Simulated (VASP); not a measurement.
# SrTiO3: single point with PBE

Crystal: SrTiO3.

```
CELL_PARAMETERS angstrom
3.93644 -3.93644 3.93644
-7.87287 0.00000 3.93644
0.00000 -3.93644 -7.87287
ATOMIC_POSITIONS crystal
Sr 0.57143 0.28571 0.42857
Sr 0.85714 0.42857 0.14286
Sr 0.14286 0.57143 0.85714
Sr 0.71429 0.85714 0.28571
Sr 0.00000 0.00000 0.00000
Sr 0.28571 0.14286 0.71429
Sr 0.42857 0.71429 0.57143
Ti 0.07143 0.28571 0.42857
Ti 0.35714 0.42857 0.14286
Ti 0.64286 0.57143 0.85714
Ti 0.21429 0.85714 0.28571
Ti 0.50000 0.00000 0.00000
Ti 0.78571 0.14286 0.71429
Ti 0.92857 0.71429 0.57143
O 0.35714 0.42857 0.64286
O 0.64286 0.57143 0.35714
O 0.92857 0.71429 0.07143
O 0.50000 0.00000 0.50000
O 0.78571 0.14286 0.21429
O 0.07143 0.28571 0.92857
O 0.21429 0.85714 0.78571
O 0.21429 0.35714 0.28571
O 0.50000 0.50000 0.00000
O 0.78571 0.64286 0.71429
O 0.35714 0.92857 0.14286
O 0.64286 0.07143 0.85714
O 0.92857 0.21429 0.57143
O 0.07143 0.78571 0.42857
O 0.14286 0.07143 0.35714
O 0.42857 0.21429 0.07143
O 0.71429 0.35714 0.78571
O 0.28571 0.64286 0.21429
O 0.57143 0.78571 0.92857
O 0.85714 0.92857 0.64286
O 0.00000 0.50000 0.50000
```

```json
{
 "Program": "VASP 6.6.1",
 "Task": "single point",
 "Functional": "PBE",
 "Potentials or basis": "VASP PAW PBE potentials, release 64 (Sr_sv, Ti_sv, O)",
 "Cutoff": "520 eV",
 "k mesh": "3 × 3 × 3",
 "Occupations": "gaussian, width 0.02 eV",
 "Spin": "no spin polarisation",
 "Dipole correction": "no",
 "Further INCAR settings": "LREAL = Auto; ALGO = Normal; EDIFF = 1e-06; NBANDS = 163"
}
```

| Property | Result |
| --- | --- |
| Pressure | 0.6 GPa |
| Band gap on the k mesh | 1.87 eV |

Levels at points of the mesh, in eV from the valence-band top:
```csv
k point,band 137,band 138,band 139,band 140,band 141,band 142,band 143,band 144
"(0.00, 0.00, 0.00)",-0.42,-0.31,-0.31,-0.31,1.87,1.87,1.87,3.26
```

Run time: 57 min on 1 thread of Intel Xeon 8259CL (shared host), peak memory 0.74 GiB.

Caveat: an odd mesh through Γ misses points on the zone boundary, where band edges can lie.
